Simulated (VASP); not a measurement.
# MgO (I4/mmm) in VASP: notebook

Runs on MgO. Level: r2SCAN. Tasks: single point.

Everything below comes from runs of VASP 6.6.1. Logs are shortened: lines on timing, memory, paths and dates and some standing lists are left out, and cuts for length are marked.

### Step 1. The cell of the first run

The structure is tetragonal, space group I4/mmm (No. 139). Conventional cell: a = 2.973 Å, b = 2.973 Å, c = 4.456 Å, α = 90.00°, β = 90.00°, γ = 90.00°. Within 2.8 Å of Mg (site symmetry 4/mmm) lie 6 O at 2.10 to 2.23 Å. O (site symmetry 4/mmm) has 6 Mg at 2.10 to 2.23 Å within 2.8 Å.

### Step 2. Single point, r2SCAN (strain +0.0600 x Voigt [0, 0, 1, 0, 0, 0])

File POSCAR:

```
MgO
1.0
    0.0000000000      2.1021086852      2.2282352063
    2.1021086852      0.0000000000      2.2282352063
    2.1021086852      2.1021086852      0.0000000000
Mg O
1 1
Direct
    0.0000000000      0.0000000000      0.0000000000
    0.5000000000      0.5000000000      0.5000000000
```

File INCAR.step1:

```
ALGO = Normal
EDIFF = 1E-4
ENCUT = 520
GGA = PE
ISMEAR = 0
LASPH = T
LCHARG = F
LREAL = F
LWAVE = T
NBANDS = 11
NELM = 100
PREC = Accurate
SIGMA = 0.05
```

File INCAR.step2:

```
ALGO = Normal
EDIFF = 1E-6
ENCUT = 520
ISIF = 2
ISMEAR = 0
ISTART = 1
LASPH = T
LCHARG = T
LELF = T
LMIXTAU = T
LREAL = F
LVHAR = T
LWAVE = F
METAGGA = R2SCAN
NBANDS = 11
NELM = 100
PREC = Accurate
SIGMA = 0.05
```

File KPOINTS:

```
k-points
0
Gamma
  10 10 10
```

Potentials or basis: VASP PAW PBE potentials, release 64 (Mg, O).

The run is started by

```console
cat potpaw_PBE.64/Mg/POTCAR potpaw_PBE.64/O/POTCAR > POTCAR
cp INCAR.step1 INCAR
mpirun -np 1 vasp_std > vasp.out
cp INCAR.step2 INCAR
mpirun -np 1 vasp_std > vasp.out
```

OUTCAR:

```text
EDIFF = 1E-6
   ENCUT = 520
   ISIF = 2
   ISMEAR = 0
   ISTART = 1
   LASPH = T
   LREAL = F
   METAGGA = R2SCAN
   NELM = 100
   PREC = Accurate

 ion  position               nearest neighbor table
   1  0.000  0.000  0.000-   2 2.10   2 2.10   2 2.10   2 2.10   2 2.23   2 2.23
   2  0.500  0.500  0.500-   1 2.10   1 2.10   1 2.10   1 2.10   1 2.23   1 2.23

  LATTYP: Found a body centered tetragonal cell.
 ALAT       =     2.9728306122
 C/A-ratio  =     1.4990663761

  Lattice vectors:

 A1 = (  -2.1021086852,   0.0000000000,   2.2282352063)
 A2 = (   2.1021086852,   0.0000000000,   2.2282352063)
 A3 = (   0.0000000000,   2.1021086852,  -2.2282352063)

Analysis of symmetry for initial positions (statically):
=====================================================================
 Subroutine PRICEL returns:
 Original cell was already a primitive cell.

 Routine SETGRP: Setting up the symmetry group for a
 body centered tetragonal supercell.

 Subroutine GETGRP returns: Found 16 space group operations
 (whereof 16 operations were pure point group operations)
 out of a pool of 16 trial point group operations.

The static configuration has the point symmetry D_4h.

Analysis of symmetry for dynamics (positions and initial velocities):
=====================================================================
 Subroutine PRICEL returns:
 Original cell was already a primitive cell.

 Routine SETGRP: Setting up the symmetry group for a
 body centered tetragonal supercell.

 Subroutine GETGRP returns: Found 16 space group operations
 (whereof 16 operations were pure point group operations)
 out of a pool of 16 trial point group operations.

The dynamic configuration has the point symmetry D_4h.

 Subroutine INISYM returns: Found 16 space group operations
 (whereof 16 operations are pure point group operations),
 and found     1 'primitive' translations

----------------------------------------------------------------------------------------

                                     Primitive cell

  volume of cell :      19.6925

  direct lattice vectors                    reciprocal lattice vectors
     0.000000000  2.102108685  2.228235206    -0.237856398  0.237856398  0.224392828
     2.102108685  0.000000000  2.228235206     0.237856398 -0.237856398  0.224392828
     2.102108685  2.102108685  0.000000000     0.237856398  0.237856398 -0.224392828

  length of vectors
     3.063314065  3.063314065  2.972830612     0.404355627  0.404355627  0.404355627

  position of ions in fractional coordinates (direct lattice)
     0.000000000  0.000000000  0.000000000
     0.500000000  0.500000000  0.500000000

  ion indices of the primitive-cell ions
   primitive index   ion index
                 1           1
                 2           2

----------------------------------------------------------------------------------------

 KPOINTS: k-points

Automatic generation of k-mesh.
 Grid dimensions read from file:
 generate k-points for:   10   10   10

 Generating k-lattice:

  Cartesian coordinates                     Fractional coordinates (reciprocal lattice)
    -0.023785640  0.023785640  0.022439283     0.100000000  0.000000000  0.000000000
     0.023785640 -0.023785640  0.022439283     0.000000000  0.100000000  0.000000000
     0.023785640  0.023785640 -0.022439283     0.000000000  0.000000000  0.100000000

  Length of vectors
     0.040435563  0.040435563  0.040435563

  Shift w.r.t. Gamma in fractional coordinates (k-lattice)
     0.000000000  0.000000000  0.000000000

 Subroutine IBZKPT returns following result:
 ===========================================

 Found    102 irreducible k-points:

 Following reciprocal coordinates:
            Coordinates               Weight
  0.000000  0.000000  0.000000      1.000000
  0.100000  0.000000  0.000000      8.000000
  0.200000  0.000000  0.000000      8.000000
  0.300000  0.000000  0.000000      8.000000
  0.400000  0.000000  0.000000      8.000000
  0.500000  0.000000  0.000000      4.000000
[... 16 lines left out ...]
  0.300000  0.300000  0.000000      2.000000
  0.400000  0.300000  0.000000      8.000000
 [... further k-points ...]
   k-points           NKPTS =    102   k-points in BZ     NKDIM =    102   number of bands    NBANDS=     11
   number of dos      NEDOS =    301   number of ions     NIONS =      2
   total plane-waves  NPLWV =  13824
   dimension x,y,z NGX =    24 NGY =   24 NGZ =   24
   dimension x,y,z NGXF=    48 NGYF=   48 NGZF=   48
   ions per type =               1   1
   NGX,Y,Z   is equivalent  to a cutoff of  13.02, 13.02, 13.42 a.u.
   NGXF,Y,Z  is equivalent  to a cutoff of  26.05, 26.05, 26.84 a.u.
 SYSTEM =  unknown system
   PREC   = accura    normal or accurate (medium, high low for compatibility)
   ISTART =      1    job   : 0-new  1-cont  2-samecut
   ICHARG =      0    charge: 1-file 2-atom 10-const
   ISPIN  =      1    spin polarized calculation?
   LNONCOLLINEAR =      F non collinear calculations
   LSORBIT =      F    spin-orbit coupling
   LASPH  =      T    aspherical Exc in radial PAW
   ENCUT  =  520.0 eV  38.22 Ry    6.18 a.u.   5.70  5.70  5.53*2*pi/ulx,y,z
   NELM   =    100;   NELMIN=  2; NELMDL=  0     # of ELM steps
   EDIFF  = 0.1E-05   stopping-criterion for ELM
   LREAL  =      F    real-space projection
   EDIFFG = 0.1E-04   stopping-criterion for IOM
   NSW    =      0    number of steps for IOM
   IBRION =     -1    ionic relax: 0-MD 1-quasi-New 2-CG
   NFREE  =      0    steps in history (QN), initial steepest desc. (CG)
   ISIF   =      2    stress and relaxation
   ISYM   =      2    0-nonsym 1-usesym 2-fastsym
   POTIM  = 0.5000    time-step for ionic-motion
   TEBEG  =    0.0;   TEEND  =   0.0 temperature during run
   PSTRESS=    0.0 pullay stress
   NELECT =       8.0000    total number of electrons
   NUPDOWN=      -1.0000    fix difference up-down
   EMIN   =  10.00;   EMAX   =-10.00  energy-range for DOS
   EFERMI =   0.00;   METHOD = LEGACY
   ISMEAR =     0;   SIGMA  =   0.05  broadening in eV -4-tet -1-fermi 0-gaus
   EFERMI_NEDOS =   21; number of points for ismear=-14 and -15
   IALGO  =     38    algorithm
   IMIX   =      4    mixing-type and parameters
     AMIX     =   0.40;   BMIX     =  1.00
     AMIX_MAG =   1.60;   BMIX_MAG =  1.00
  volume/ion in A,a.u.               =       9.85        66.45
  Fermi-wavevector in a.u.,A,eV,Ry     =   1.212470  2.291236 20.001704  1.470084
  Thomas-Fermi vector in A             =   2.347953
   LORBIT       =      0    0 simple, 1 ext, 2 COOP (PROOUT), +10 PAW based schemes
   METAGGA = R2SCAN    functional components
   LHFCALC =     F    Hartree Fock is set to
   AEXX    =    0.0000 exact exchange contribution
   IVDW    =     0    specifies the selected vdW correction
   LEPSILON=     F    determine dielectric tensor
   LRPA    =     F    only Hartree local field effects (RPA)
 non-spin polarized calculation
 Gauss-broadening in eV      SIGMA  =   0.05
  energy-cutoff  :      520.00
  volume of cell :       19.69
 maximum number of plane-waves:       548
   NGX = 11   NGY = 11   NGZ = 11

 number of electron       8.0000000 magnetization

 Free energy of the ion-electron system (eV)
  ---------------------------------------------------
  ext. energy  EPLUGINS =         0.00000000
  ---------------------------------------------------
  free energy    TOTEN  =       -16.10418284 eV

  energy without entropy =      -16.10418284  energy(sigma->0) =      -16.10418284

 E-fermi :   2.6778     XC(G=0): -11.3212

 val. band max:        2.4692591830   @ k =   0.0000   0.0000   0.0000
 cond. band min:       7.4638712968   @ k =   0.0000   0.0000   0.0000
 fundamental gap:      4.9946121138
 Fermi energy:         2.6778467896

 k-point     1 :       0.0000    0.0000    0.0000
  band No.  band energies     occupation
      1     -15.5512      2.00000
      2       2.3520      2.00000
      3       2.3520      2.00000
      4       2.4693      2.00000
      5       7.4639      0.00000
      6      18.5538      0.00000
      7      19.1594      0.00000
      8      19.1594      0.00000
      9      22.9589      0.00000
     10      23.7477      0.00000
     11      25.5928      0.00000

 k-point     2 :       0.1000    0.0000    0.0000
  band No.  band energies     occupation
      1     -15.4566      2.00000
      2       1.7702      2.00000
      3       2.2992      2.00000
      4       2.3621      2.00000
      5       8.0797      0.00000
      6      17.7024      0.00000
      7      18.9688      0.00000
      8      19.4070      0.00000
      9      23.0344      0.00000
     10      24.5523      0.00000
     11      24.6705      0.00000

 k-point     3 :       0.2000    0.0000    0.0000
  band No.  band energies     occupation
      1     -15.1980      2.00000
      2       0.5136      2.00000
      3       2.1644      2.00000
      4       2.1696      2.00000
      5       9.2948      0.00000
      6      16.1753      0.00000
      7      19.2752      0.00000
      8      19.9591      0.00000
      9      22.5579      0.00000
     10      23.7461      0.00000
     11      25.3069      0.00000
[... 267 lines left out ...]
 k-point    23 :       0.3000    0.3000    0.0000
  band No.  band energies     occupation
      1     -14.7519      2.00000
      2      -0.6129      2.00000
      3       1.5933      2.00000
      4       1.5933      2.00000
      5      11.6375      0.00000
      6      13.9456      0.00000
      7      16.8441      0.00000
      8      21.3394      0.00000
      9      21.3394      0.00000
     10      27.9261      0.00000
     11      29.5265      0.00000

 k-point    24 :       0.4000    0.3000    0.0000
  band No.  band energies     occupation
      1     -14.5428      2.00000
      2      -1.0299      2.00000
      3       1.2278      2.00000
      4       1.4712      2.00000
      5      12.4579      0.00000
      6      13.6867      0.00000
      7      16.1114      0.00000
      8      21.6185      0.00000
      9      21.7172      0.00000
     10      28.4984      0.00000
     11      29.2806      0.00000

 [... further k-points ...]

------------------------ aborting loop because EDIFF is reached ----------------------------------------

  FORCE on cell =-STRESS in cart. coord.  units (eV):
  Direction    XX          YY          ZZ          XY          YZ          ZX
  --------------------------------------------------------------------------------------
  -------------------------------------------------------------------------------------
  Total       -0.7551851     -0.7551851     -1.7141836      0.0000000     -0.0000000      0.0000000
  in kB      -61.4416151    -61.4416151   -139.4654242      0.0000000     -0.0000000      0.0000000
  external PRESSURE =     -87.4495515 kB  Pullay stress =       0.0000000 kB

 VOLUME and BASIS-vectors are now :
 -----------------------------------------------------------------------------
  energy-cutoff  :      520.00
  volume of cell :       19.69
      direct lattice vectors                 reciprocal lattice vectors
     0.000000000  2.102108685  2.228235206    -0.237856398  0.237856398  0.224392828
     2.102108685  0.000000000  2.228235206     0.237856398 -0.237856398  0.224392828
     2.102108685  2.102108685  0.000000000     0.237856398  0.237856398 -0.224392828

 POSITION                                       TOTAL-FORCE (eV/Angst)
 -----------------------------------------------------------------------------------
      0.00000      0.00000      0.00000         0.000000      0.000000      0.000000
      2.10211      2.10211      2.22824         0.000000      0.000000     -0.000000
 -----------------------------------------------------------------------------------
    total drift:                               -0.000000     -0.000000      0.000000

  FREE ENERGIE OF THE ION-ELECTRON SYSTEM (eV)
  ---------------------------------------------------
  free  energy   TOTEN  =       -16.1041828371 eV

  energy  without entropy=      -16.1041828371  energy(sigma->0) =      -16.10418284
```

Run time: 2 min. Hardware: 1 thread of AMD EPYC 7R13 (Zen 3), shared host; peak memory 0.13 GiB.

What came out:

* Free energy: -16.1042 eV
* Pressure: -8.7 GPa
* Band gap on the k mesh: 4.99 eV, direct

Levels at points of the mesh, in eV from the valence-band top:
```tsv
k point	band 2	band 3	band 4	band 5	band 6	band 7
(0.00, 0.00, 0.00)	-0.12	-0.12	0.00	4.99	16.08	16.69
(0.50, 0.00, 0.00)	-4.45	-0.76	-0.64	8.36	13.08	16.25
(0.50, 0.50, 0.00)	-4.07	-1.22	-1.22	10.29	10.50	13.12
(0.50, 0.00, 0.50)	-3.90	-1.64	-1.26	9.71	10.40	13.89
```

Caveat: the cell differs from its parent crystal (strain +0.0600 x Voigt [0, 0, 1, 0, 0, 0]); the PAW data sets were made with another functional, which shifts forces and pressure a little.

### Step 3. Single point, r2SCAN (strain +0.0525 x Voigt [0, 0, 1, 0, 0, 0])

File POSCAR:

```
MgO
1.0
    0.0000000000      2.1021086852      2.2124693912
    2.1021086852      0.0000000000      2.2124693912
    2.1021086852      2.1021086852      0.0000000000
Mg O
1 1
Direct
    0.0000000000      0.0000000000      0.0000000000
    0.5000000000      0.5000000000      0.5000000000
```

File INCAR.step1:

```
  PREC = Accurate
  ENCUT = 520
  ISMEAR = 0
  SIGMA = 0.05
  LREAL = F
  LASPH = T
  NELM = 80
  NBANDS = 11
  GGA = PE
  ALGO = Normal
  EDIFF = 1E-4
  LWAVE = T
  LCHARG = F
```

File INCAR.step2:

```
  PREC = Accurate
  ENCUT = 520
  EDIFF = 1E-6
  ISMEAR = 0
  SIGMA = 0.05
  LREAL = F
  LASPH = T
  NELM = 80
  ALGO = Normal
  ISIF = 2
  LWAVE = F
  LCHARG = F
  METAGGA = R2SCAN
  LMIXTAU = T
  NBANDS = 11
  ISTART = 1
```

File KPOINTS:

```
Automatic mesh
0
Gamma
  10 10 10
```

Potentials or basis: VASP PAW PBE potentials, release 64 (Mg, O).

The run is started by

```console
cat potpaw_PBE.64/Mg/POTCAR potpaw_PBE.64/O/POTCAR > POTCAR
cp INCAR.step1 INCAR
mpirun -np 1 vasp_std > vasp.out
cp INCAR.step2 INCAR
mpirun -np 1 vasp_std > vasp.out
```

OUTCAR:

```text
PREC = Accurate
   ENCUT = 520
   EDIFF = 1E-6
   ISMEAR = 0
   LREAL = F
   LASPH = T
   NELM = 80
   ISIF = 2
   METAGGA = R2SCAN
   ISTART = 1

 ion  position               nearest neighbor table
   1  0.000  0.000  0.000-   2 2.10   2 2.10   2 2.10   2 2.10   2 2.21   2 2.21
   2  0.500  0.500  0.500-   1 2.10   1 2.10   1 2.10   1 2.10   1 2.21   1 2.21

  LATTYP: Found a body centered tetragonal cell.
 ALAT       =     2.9728306122
 C/A-ratio  =     1.4884597744

  Lattice vectors:

 A1 = (  -2.1021086852,   0.0000000000,   2.2124693912)
 A2 = (   2.1021086852,   0.0000000000,   2.2124693912)
 A3 = (   0.0000000000,   2.1021086852,  -2.2124693912)

Analysis of symmetry for initial positions (statically):
=====================================================================
 Subroutine PRICEL returns:
 Original cell was already a primitive cell.

 Routine SETGRP: Setting up the symmetry group for a
 body centered tetragonal supercell.

 Subroutine GETGRP returns: Found 16 space group operations
 (whereof 16 operations were pure point group operations)
 out of a pool of 16 trial point group operations.

[... 165 lines left out ...]
 cond. band min:       7.5859012138   @ k =   0.0000   0.0000   0.0000
 fundamental gap:      5.0735860320
 Fermi energy:         2.7186263250

 k-point     1 :       0.0000    0.0000    0.0000
  band No.  band energies     occupation
      1     -15.5332      2.00000
      2       2.4078      2.00000
      3       2.4078      2.00000
      4       2.5123      2.00000
      5       7.5859      0.00000
      6      18.6850      0.00000
      7      19.2190      0.00000
      8      19.2190      0.00000
      9      23.0612      0.00000
     10      23.9638      0.00000
     11      25.5971      0.00000
[... 309 lines left out ...]
 k-point    24 :       0.4000    0.3000    0.0000
  band No.  band energies     occupation
      1     -14.5004      2.00000
      2      -1.0008      2.00000
      3       1.2604      2.00000
      4       1.5005      2.00000
      5      12.5844      0.00000
      6      13.7170      0.00000
      7      16.2878      0.00000
      8      21.7056      0.00000
      9      21.8198      0.00000
     10      28.5795      0.00000
     11      29.5211      0.00000

 [... further k-points ...]
[... 5 lines left out ...]
  --------------------------------------------------------------------------------------
  -------------------------------------------------------------------------------------
  Total       -0.6814168     -0.6814168     -1.5706542      0.0000000      0.0000000     -0.0000000
  in kB      -55.8349133    -55.8349133   -128.6985238      0.0000000      0.0000000     -0.0000000
  external PRESSURE =     -80.1227835 kB  Pullay stress =       0.0000000 kB

 VOLUME and BASIS-vectors are now :
 -----------------------------------------------------------------------------
  energy-cutoff  :      520.00
  volume of cell :       19.55
      direct lattice vectors                 reciprocal lattice vectors
     0.000000000  2.102108685  2.212469391    -0.237856398  0.237856398  0.225991827
     2.102108685  0.000000000  2.212469391     0.237856398 -0.237856398  0.225991827
     2.102108685  2.102108685  0.000000000     0.237856398  0.237856398 -0.225991827

 POSITION                                       TOTAL-FORCE (eV/Angst)
 -----------------------------------------------------------------------------------
      0.00000      0.00000      0.00000        -0.000000      0.000000      0.000000
      2.10211      2.10211      2.21247         0.000000     -0.000000      0.000000
 -----------------------------------------------------------------------------------
    total drift:                               -0.000000     -0.000000      0.000000

  FREE ENERGIE OF THE ION-ELECTRON SYSTEM (eV)
  ---------------------------------------------------
  free  energy   TOTEN  =       -16.1156754589 eV

  energy  without entropy=      -16.1156754589  energy(sigma->0) =      -16.11567546
```

OSZICAR.step1:

```text
N       E                     dE             d eps       ncg     rms          rms(c)
DAV:   1     0.130776961329E+02    0.13078E+02   -0.45461E+03  2564   0.641E+02
DAV:   2    -0.129002166593E+02   -0.25978E+02   -0.25451E+02  2604   0.134E+02
DAV:   3    -0.134608949937E+02   -0.56068E+00   -0.56020E+00  2713   0.169E+01
DAV:   4    -0.134623345788E+02   -0.14396E-02   -0.14396E-02  2463   0.981E-01
DAV:   5    -0.134623394711E+02   -0.48923E-05   -0.48923E-05  2617   0.558E-02    0.721E+00
DAV:   6    -0.119133750244E+02    0.15490E+01   -0.91983E+00  2358   0.164E+01    0.230E+00
DAV:   7    -0.118987321910E+02    0.14643E-01   -0.66742E-02  2478   0.220E+00    0.136E+00
DAV:   8    -0.118927228752E+02    0.60093E-02   -0.31520E-02  2349   0.197E+00    0.260E-01
DAV:   9    -0.118922639108E+02    0.45896E-03   -0.69325E-04  2601   0.184E-01    0.144E-01
DAV:  10    -0.118922353443E+02    0.28566E-04   -0.55826E-04  2373   0.176E-01
   1 F= -.11892235E+02 E0= -.11892235E+02  d E =-.721482E-11
```

Run time: 96 s. Hardware: 1 thread of AMD EPYC 7R13 (Zen 3), shared host; peak memory 0.13 GiB.

Results:

```yaml
Free_energy: -16.1157 eV
Pressure: -8.0 GPa
Band_gap_on_the_k_mesh: 5.07 eV, direct
```

Caveat: the cell differs from its parent crystal (strain +0.0525 x Voigt [0, 0, 1, 0, 0, 0]); the PAW data sets were made with another functional, which shifts forces and pressure a little.
